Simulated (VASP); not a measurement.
# Hf (P6_3/mmc) in VASP: a series of runs

Runs on Hf. Level: PBE. Tasks: single point.

All numbers are computed with VASP 6.6.1; they aren't measurements. Logs are shortened: lines on timing, memory, paths and dates and some standing lists are left out, and cuts for length are marked.

## Step 1: The cell of the first run

Symmetry: P6_3/mmc, No. 194, hexagonal system. Conventional cell: a = 3.429 Å, b = 3.429 Å, c = 4.662 Å, α = 90.00°, β = 90.00°, γ = 120.00°. Within 4.0 Å of Hf (site symmetry -6m2) lie 12 Hf at 3.06 to 3.43 Å.

## Step 2: Single point, PBE

Input file INCAR:

```
PREC = Accurate
ENCUT = 500
EDIFF = 1E-6
ISMEAR = 0
SIGMA = 0.15
LREAL = F
LASPH = T
NELM = 120
ALGO = Normal
ISIF = 2
LWAVE = F
LCHARG = F
GGA = PE
NBANDS = 17
GGA_COMPAT = F
```

Input file KPOINTS:

```
Automatic mesh
0
Gamma
  18 18 10
```

Input file POSCAR:

```
Hf
1.0
    3.4292000000      0.0000000000      0.0000000000
   -1.7146000000      2.9697743147      0.0000000000
    0.0000000000      0.0000000000      4.6623000000
Hf
2
Direct
    0.3333333333      0.6666666667      0.2500000000
    0.6666666667      0.3333333333      0.7500000000
```

Potentials or basis: VASP PAW PBE potentials, release 64 (Hf_pv).

Command:

```console
$ cat potpaw_PBE.64/Hf_pv/POTCAR > POTCAR
$ mpirun -np 1 vasp_std > vasp.out
```

OUTCAR:

```text
PREC = Accurate
   ENCUT = 500
   EDIFF = 1E-6
   ISMEAR = 0
   LREAL = F
   LASPH = T
   NELM = 120
   ISIF = 2
   GGA = PE

 ion  position               nearest neighbor table
   1  0.333  0.667  0.250-   2 3.06   2 3.06   2 3.06   2 3.06   2 3.06   2 3.06
   2  0.667  0.333  0.750-   1 3.06   1 3.06   1 3.06   1 3.06   1 3.06   1 3.06

  LATTYP: Found a hexagonal cell.
 ALAT       =     3.4292000000
 C/A-ratio  =     1.3595882422

  Lattice vectors:

 A1 = (   3.4292000000,   0.0000000000,   0.0000000000)
 A2 = (  -1.7146000000,   2.9697743147,   0.0000000000)
 A3 = (   0.0000000000,   0.0000000000,   4.6623000000)

Analysis of symmetry for initial positions (statically):
=====================================================================
 Subroutine PRICEL returns:
 Original cell was already a primitive cell.

 Routine SETGRP: Setting up the symmetry group for a
 hexagonal supercell.

 Subroutine GETGRP returns: Found 24 space group operations
 (whereof 12 operations were pure point group operations)
 out of a pool of 24 trial point group operations.

The static configuration has the point symmetry D_3d.
 The point group associated with its full space group is D_6h.

Analysis of symmetry for dynamics (positions and initial velocities):
=====================================================================
 Subroutine PRICEL returns:
 Original cell was already a primitive cell.

 Routine SETGRP: Setting up the symmetry group for a
 hexagonal supercell.

 Subroutine GETGRP returns: Found 24 space group operations
 (whereof 12 operations were pure point group operations)
 out of a pool of 24 trial point group operations.

The dynamic configuration has the point symmetry D_3d.
 The point group associated with its full space group is D_6h.

 Subroutine INISYM returns: Found 24 space group operations
 (whereof 12 operations are pure point group operations),
 and found     1 'primitive' translations

----------------------------------------------------------------------------------------

                                     Primitive cell

  volume of cell :      47.4806

  direct lattice vectors                    reciprocal lattice vectors
     3.429200000  0.000000000  0.000000000     0.291613204  0.168362962  0.000000000
    -1.714600000  2.969774315  0.000000000     0.000000000  0.336725924  0.000000000
     0.000000000  0.000000000  4.662300000     0.000000000  0.000000000  0.214486412

  length of vectors
     3.429200000  3.429200000  4.662300000     0.336725924  0.336725924  0.214486412

  position of ions in fractional coordinates (direct lattice)
     0.333333333  0.666666667  0.250000000
     0.666666667  0.333333333  0.750000000

  ion indices of the primitive-cell ions
   primitive index   ion index
                 1           1
                 2           2

----------------------------------------------------------------------------------------

 KPOINTS: Automatic mesh

Automatic generation of k-mesh.
 Grid dimensions read from file:
 generate k-points for:   18   18   10

 Generating k-lattice:

  Cartesian coordinates                     Fractional coordinates (reciprocal lattice)
     0.016200734  0.009353498  0.000000000     0.055555556  0.000000000  0.000000000
     0.000000000  0.018706996  0.000000000     0.000000000  0.055555556  0.000000000
     0.000000000  0.000000000  0.021448641     0.000000000  0.000000000  0.100000000

  Length of vectors
     0.018706996  0.018706996  0.021448641

  Shift w.r.t. Gamma in fractional coordinates (k-lattice)
     0.000000000  0.000000000  0.000000000

 Subroutine IBZKPT returns following result:
 ===========================================

 Found    222 irreducible k-points:

 Following reciprocal coordinates:
            Coordinates               Weight
  0.000000  0.000000  0.000000      1.000000
  0.055556 -0.000000  0.000000      6.000000
  0.111111 -0.000000  0.000000      6.000000
  0.166667  0.000000  0.000000      6.000000
  0.222222 -0.000000  0.000000      6.000000
  0.277778  0.000000  0.000000      6.000000
[... 16 lines left out ...]
  0.333333  0.111111  0.000000     12.000000
  0.388889  0.111111  0.000000     12.000000
 [... further k-points ...]
   k-points           NKPTS =    222   k-points in BZ     NKDIM =    222   number of bands    NBANDS=     17
   number of dos      NEDOS =    301   number of ions     NIONS =      2
   total plane-waves  NPLWV =  28224
   dimension x,y,z NGX =    28 NGY =   28 NGZ =   36
   dimension x,y,z NGXF=    56 NGYF=   56 NGZF=   72
   ions per type =               2
   NGX,Y,Z   is equivalent  to a cutoff of  13.57, 13.57, 12.84 a.u.
   NGXF,Y,Z  is equivalent  to a cutoff of  27.15, 27.15, 25.67 a.u.
 SYSTEM =  unknown system
   PREC   = accura    normal or accurate (medium, high low for compatibility)
   ISTART =      0    job   : 0-new  1-cont  2-samecut
   ICHARG =      2    charge: 1-file 2-atom 10-const
   ISPIN  =      1    spin polarized calculation?
   LNONCOLLINEAR =      F non collinear calculations
   LSORBIT =      F    spin-orbit coupling
   LASPH  =      T    aspherical Exc in radial PAW
   ENCUT  =  500.0 eV  36.75 Ry    6.06 a.u.   6.25  6.25  8.50*2*pi/ulx,y,z
   NELM   =    120;   NELMIN=  2; NELMDL= -5     # of ELM steps
   EDIFF  = 0.1E-05   stopping-criterion for ELM
   LREAL  =      F    real-space projection
   EDIFFG = 0.1E-04   stopping-criterion for IOM
   NSW    =      0    number of steps for IOM
   IBRION =     -1    ionic relax: 0-MD 1-quasi-New 2-CG
   NFREE  =      0    steps in history (QN), initial steepest desc. (CG)
   ISIF   =      2    stress and relaxation
   ISYM   =      2    0-nonsym 1-usesym 2-fastsym
   POTIM  = 0.5000    time-step for ionic-motion
   TEBEG  =    0.0;   TEEND  =   0.0 temperature during run
   PSTRESS=    0.0 pullay stress
   NELECT =      20.0000    total number of electrons
   NUPDOWN=      -1.0000    fix difference up-down
   EMIN   =  10.00;   EMAX   =-10.00  energy-range for DOS
   EFERMI =   0.00;   METHOD = LEGACY
   ISMEAR =     0;   SIGMA  =   0.15  broadening in eV -4-tet -1-fermi 0-gaus
   EFERMI_NEDOS =   21; number of points for ismear=-14 and -15
   IALGO  =     38    algorithm
   IMIX   =      4    mixing-type and parameters
     AMIX     =   0.40;   BMIX     =  1.00
     AMIX_MAG =   1.60;   BMIX_MAG =  1.00
  volume/ion in A,a.u.               =      23.74       160.21
  Fermi-wavevector in a.u.,A,eV,Ry     =   1.227192  2.319057 20.490391  1.506001
  Thomas-Fermi vector in A             =   2.362165
   LORBIT       =      0    0 simple, 1 ext, 2 COOP (PROOUT), +10 PAW based schemes
   GGA     = PE    functional components
   LHFCALC =     F    Hartree Fock is set to
   AEXX    =    0.0000 exact exchange contribution
   IVDW    =     0    specifies the selected vdW correction
   LEPSILON=     F    determine dielectric tensor
   LRPA    =     F    only Hartree local field effects (RPA)
 non-spin polarized calculation
 Gauss-broadening in eV      SIGMA  =   0.15
  energy-cutoff  :      500.00
  volume of cell :       47.48
 maximum number of plane-waves:      1229
 NGX is ok and might be reduce to    28
   NGX = 13   NGY = 13   NGZ = 17

 number of electron      20.0000001 magnetization

 Free energy of the ion-electron system (eV)
  ---------------------------------------------------
  ext. energy  EPLUGINS =         0.00000000
  ---------------------------------------------------
  free energy    TOTEN  =       -19.58305145 eV

  energy without entropy =      -19.56604492  energy(sigma->0) =      -19.57454818

 E-fermi :   4.4946     XC(G=0): -11.0027

 val. band max:        4.4874193357   @ k =   0.1111  -0.0000   0.3000
 cond. band min:       4.4962762512   @ k =   0.3889   0.1667   0.4000
 fundamental gap:      0.0088569155
 Fermi energy:         4.4946258203

 k-point     1 :       0.0000    0.0000    0.0000
  band No.  band energies     occupation
      1     -26.7778      2.00000
      2     -26.1827      2.00000
      3     -26.1827      2.00000
      4     -25.9658      2.00000
      5     -25.9658      2.00000
      6     -25.8614      2.00000
[... 9 lines left out ...]
     16       7.1947      0.00000
     17       9.3627      0.00000

 k-point     2 :       0.0556   -0.0000    0.0000
  band No.  band energies     occupation
      1     -26.7709      2.00000
      2     -26.1905      2.00000
      3     -26.1869      2.00000
      4     -25.9752      2.00000
      5     -25.9656      2.00000
      6     -25.8668      2.00000
[... 9 lines left out ...]
     16       7.3430      0.00000
     17       9.4449      0.00000

 k-point     3 :       0.1111   -0.0000    0.0000
  band No.  band energies     occupation
      1     -26.7503      2.00000
      2     -26.2131      2.00000
      3     -26.1987      2.00000
      4     -26.0022      2.00000
      5     -25.9653      2.00000
      6     -25.8829      2.00000
[... 9 lines left out ...]
     16       7.6758      0.00000
     17       9.6631      0.00000

 k-point     4 :       0.1667    0.0000    0.0000
  band No.  band energies     occupation
      1     -26.7172      2.00000
      2     -26.2479      2.00000
      3     -26.2162      2.00000
      4     -26.0426      2.00000
      5     -25.9655      2.00000
      6     -25.9092      2.00000
[... 9 lines left out ...]
     16       8.0641      0.00000
     17       9.9577      0.00000
[... 343 lines left out ...]
      1     -26.5473      2.00000
      2     -26.3814      2.00000
      3     -26.3031      2.00000
      4     -26.1736      2.00000
      5     -26.0512      2.00000
      6     -25.9886      2.00000
[... 9 lines left out ...]
     16       9.3269      0.00000
     17      10.8401      0.00000

 k-point    23 :       0.3333    0.1111    0.0000
  band No.  band energies     occupation
      1     -26.4913      2.00000
      2     -26.4192      2.00000
      3     -26.3096      2.00000
      4     -26.2102      2.00000
      5     -26.1007      2.00000
      6     -25.9927      2.00000
[... 9 lines left out ...]
     16       9.6809      0.00000
     17      11.0336      0.00000

 k-point    24 :       0.3889    0.1111    0.0000
  band No.  band energies     occupation
      1     -26.4450      2.00000
      2     -26.4439      2.00000
      3     -26.3094      2.00000
      4     -26.2380      2.00000
      5     -26.1427      2.00000
      6     -25.9954      2.00000
[... 9 lines left out ...]
     16       9.9950      0.00000
     17      10.6162      0.00000

 [... further k-points ...]
[... 5 lines left out ...]
  --------------------------------------------------------------------------------------
  -------------------------------------------------------------------------------------
  Total       -2.6796672     -2.6796672      1.6030161      0.0000000      0.0000000     -0.0000000
  in kB      -90.4221798    -90.4221798     54.0918683      0.0000000      0.0000000     -0.0000000
  external PRESSURE =     -42.2508305 kB  Pullay stress =       0.0000000 kB

 VOLUME and BASIS-vectors are now :
 -----------------------------------------------------------------------------
  energy-cutoff  :      500.00
  volume of cell :       47.48
      direct lattice vectors                 reciprocal lattice vectors
     3.429200000  0.000000000  0.000000000     0.291613204  0.168362962  0.000000000
    -1.714600000  2.969774315  0.000000000     0.000000000  0.336725924  0.000000000
     0.000000000  0.000000000  4.662300000     0.000000000  0.000000000  0.214486412

 POSITION                                       TOTAL-FORCE (eV/Angst)
 -----------------------------------------------------------------------------------
     -0.00000      1.97985      1.16558         0.000000      0.000000      0.000000
      1.71460      0.98992      3.49673        -0.000000     -0.000000      0.000000
 -----------------------------------------------------------------------------------
    total drift:                               -0.000000      0.000000     -0.000000

  FREE ENERGIE OF THE ION-ELECTRON SYSTEM (eV)
  ---------------------------------------------------
  free  energy   TOTEN  =       -19.5830514458 eV

  energy  without entropy=      -19.5660449205  energy(sigma->0) =      -19.57454818
```

Run time: 86 s. Hardware: 1 thread of Intel Xeon 6975P-C, shared host; peak memory 0.28 GiB.

What came out:

```
Free energy            : -19.5831 eV
Pressure               : -4.2 GPa
Band gap on the k mesh : zero (band 10 reaches 5.52 eV, above the bottom of band 11 at 4.05 eV)
```

Caveat: spin-orbit coupling is left out, which moves the levels of the heavy elements.

## Step 3: Single point, PBE

This run uses another cell than the first one, of 24.14 Å³/atom, 1.017 times its volume.

Input file INCAR:

```
SYSTEM = Hf
PREC = Accurate
ENCUT = 500
EDIFF = 1E-6
ISMEAR = 0
SIGMA = 0.15
LREAL = .False.
LASPH = .True.
NELM = 120
ALGO = Normal
ISIF = 2
LWAVE = .False.
LCHARG = .False.
GGA = PE
NBANDS = 17
GGA_COMPAT = .False.
```

Input file KPOINTS:

```
regular mesh
0
Gamma
  18 18 10
  0 0 0
```

Input file POSCAR:

```
Hf
1.0
    3.3170000000      0.0000000000      0.0000000000
   -1.6585000000      2.8726062644      0.0000000000
    0.0000000000      0.0000000000      5.0676933209
Hf
2
Direct
    0.3333333333      0.6666666667      0.2500000000
    0.6666666667      0.3333333333      0.7500000000
```

Potentials or basis: VASP PAW PBE potentials, release 64 (Hf_pv).

Command:

```console
$ cat potpaw_PBE.64/Hf_pv/POTCAR > POTCAR
$ mpirun -np 1 vasp_std > vasp.out
```

Run time: 73 s. Hardware: 1 thread of Intel Xeon 6975P-C, shared host; peak memory 0.27 GiB.

Results (log left out):

| Quantity | Value |
| --- | --- |
| Free energy | -19.7706 eV |
| Pressure | -6.9 GPa |
| Band gap on the k mesh | zero (band 10 reaches 5.48 eV, above the bottom of band 11 at 3.94 eV) |

Stress tensor (GPa, compression positive):
```
-7.98  0.00  0.00
 0.00 -7.98  0.00
 0.00  0.00 -4.62
```

Levels at points of the mesh, in eV from the Fermi level:
| k point | band 7 | band 8 | band 9 | band 10 | band 11 | band 12 | band 13 | band 14 |
| --- | --- | --- | --- | --- | --- | --- | --- | --- |
| (0.00, 0.00, 0.00) | -7.13 | -3.40 | 0.67 | 1.07 | 1.07 | 1.69 | 1.89 | 1.89 |
| (0.50, 0.00, 0.00) | -3.29 | -2.50 | -1.96 | -1.04 | 0.57 | 0.93 | 1.73 | 5.15 |
| (0.00, 0.00, 0.50) | -5.18 | -5.18 | 0.31 | 0.31 | 0.89 | 0.89 | 0.89 | 0.89 |
| (0.50, 0.00, 0.50) | -3.19 | -3.19 | -0.80 | -0.80 | 0.93 | 0.93 | 2.32 | 2.32 |

Caveat: spin-orbit coupling is left out, which moves the levels of the heavy elements.

## Step 4: Single point, PBE

This run uses another cell than the first one, of 24.34 Å³/atom, 1.025 times its volume.

Input file INCAR:

```
SYSTEM = Hf
PREC = Accurate ; ENCUT = 500
EDIFF = 1E-6 ; ISMEAR = 0
SIGMA = 0.15 ; LREAL = .False.
LASPH = .True. ; NELM = 120
ALGO = Normal ; ISIF = 2
LWAVE = .False. ; LCHARG = .False.
GGA = PE ; NBANDS = 17
GGA_COMPAT = .False.
```

KPOINTS is that of step 3.

Input file POSCAR:

```
Hf
1.0
    3.2048170381      0.0000000000      0.0000000000
   -1.6024085190      2.7754529695      0.0000000000
    0.0000000000      0.0000000000      5.4731000000
Hf
2
Direct
    0.3333333333      0.6666666667      0.2500000000
    0.6666666667      0.3333333333      0.7500000000
```

Potentials or basis: VASP PAW PBE potentials, release 64 (Hf_pv).

Command:

```console
$ cat potpaw_PBE.64/Hf_pv/POTCAR > POTCAR
$ mpirun -np 1 vasp_std > vasp.out
```

OUTCAR:

```text
SYSTEM = Hf
   PREC = Accurate
   ENCUT = 500
   EDIFF = 1E-6
   ISMEAR = 0
   LREAL = .False.
   LASPH = .True.
   NELM = 120
   ISIF = 2
   GGA = PE

 ion  position               nearest neighbor table
   1  0.333  0.667  0.250-   2 3.30   2 3.30   2 3.30   2 3.30   2 3.30   2 3.30
   2  0.667  0.333  0.750-   1 3.30   1 3.30   1 3.30   1 3.30   1 3.30   1 3.30

  LATTYP: Found a hexagonal cell.
 ALAT       =     3.2048170381
 C/A-ratio  =     1.7077729976

  Lattice vectors:

 A1 = (   3.2048170381,   0.0000000000,   0.0000000000)
 A2 = (  -1.6024085190,   2.7754529695,   0.0000000000)
[... 652 lines left out ...]
      5     -26.3121      2.00000
      6     -26.2531      2.00000
[... 9 lines left out ...]
     16       9.5619      0.00000
     17      10.7943      0.00000

 [... further k-points ...]
[... 5 lines left out ...]
  --------------------------------------------------------------------------------------
  -------------------------------------------------------------------------------------
  Total       -1.4778762     -1.4778762     -3.9441786     -0.0000000      0.0000000      0.0000000
  in kB      -48.6382739    -48.6382740   -129.8065652     -0.0000000      0.0000000      0.0000000
  external PRESSURE =     -75.6943710 kB  Pullay stress =       0.0000000 kB

 VOLUME and BASIS-vectors are now :
 -----------------------------------------------------------------------------
  energy-cutoff  :      500.00
  volume of cell :       48.68
      direct lattice vectors                 reciprocal lattice vectors
     3.204817038  0.000000000  0.000000000     0.312030293  0.180150774  0.000000000
    -1.602408519  2.775452969  0.000000000     0.000000000  0.360301548  0.000000000
     0.000000000  0.000000000  5.473100000     0.000000000  0.000000000  0.182711809

 POSITION                                       TOTAL-FORCE (eV/Angst)
 -----------------------------------------------------------------------------------
     -0.00000      1.85030      1.36827        -0.000000      0.000000      0.000000
      1.60241      0.92515      4.10482         0.000000     -0.000000      0.000000
 -----------------------------------------------------------------------------------
    total drift:                                0.000000     -0.000000      0.000000

  FREE ENERGIE OF THE ION-ELECTRON SYSTEM (eV)
  ---------------------------------------------------
  free  energy   TOTEN  =       -19.6969477967 eV

  energy  without entropy=      -19.6765227926  energy(sigma->0) =      -19.68673529
```

stdout:

```text
POSCAR found type information on POSCAR Hf
 POSCAR found :  1 types and       2 ions
 scaLAPACK will be used
 LDA part: xc-table for (Slater+PW92), standard interpolation
 POSCAR, INCAR and KPOINTS ok, starting setup
 FFT: planning ... GRIDC
 FFT: planning ... GRID_SOFT
 FFT: planning ... GRID
 WAVECAR not read
 entering main loop
```

Wall time 66 s (1 thread of Intel Xeon 6975P-C, shared host); peak memory 0.27 GiB.

What came out:

```yaml
Free_energy: -19.6969 eV
Pressure: -7.6 GPa
Band_gap_on_the_k_mesh: zero (band 10 reaches 5.08 eV, above the bottom of band 11 at 3.93 eV)
```

Caveat: spin-orbit coupling is left out, which moves the levels of the heavy elements.

## Step 5: Summary

| cell | gap on the mesh (eV) | pressure (GPa) |
| --- | --- | --- |
| a = 3.429, b = 3.429, c = 4.662 Å, angles 90.0, 90.0, 120.0°, 2 atoms | none | -4.2 |
| a = 3.317, b = 3.317, c = 5.068 Å, angles 90.0, 90.0, 120.0°, 2 atoms | none | -6.9 |
| a = 3.205, b = 3.205, c = 5.473 Å, angles 90.0, 90.0, 120.0°, 2 atoms | none | -7.6 |

Alike in all rows: task single point; level PBE; potentials or basis VASP PAW PBE potentials, release 64 (Hf_pv); no spin polarisation; k mesh 18 × 18 × 10; cutoff (eV) 500; smearing gaussian 0.15 eV.

Caveats: spin-orbit coupling is left out, which moves the levels of the heavy elements.

Absolute energies hang on the potentials; compare differences alone.
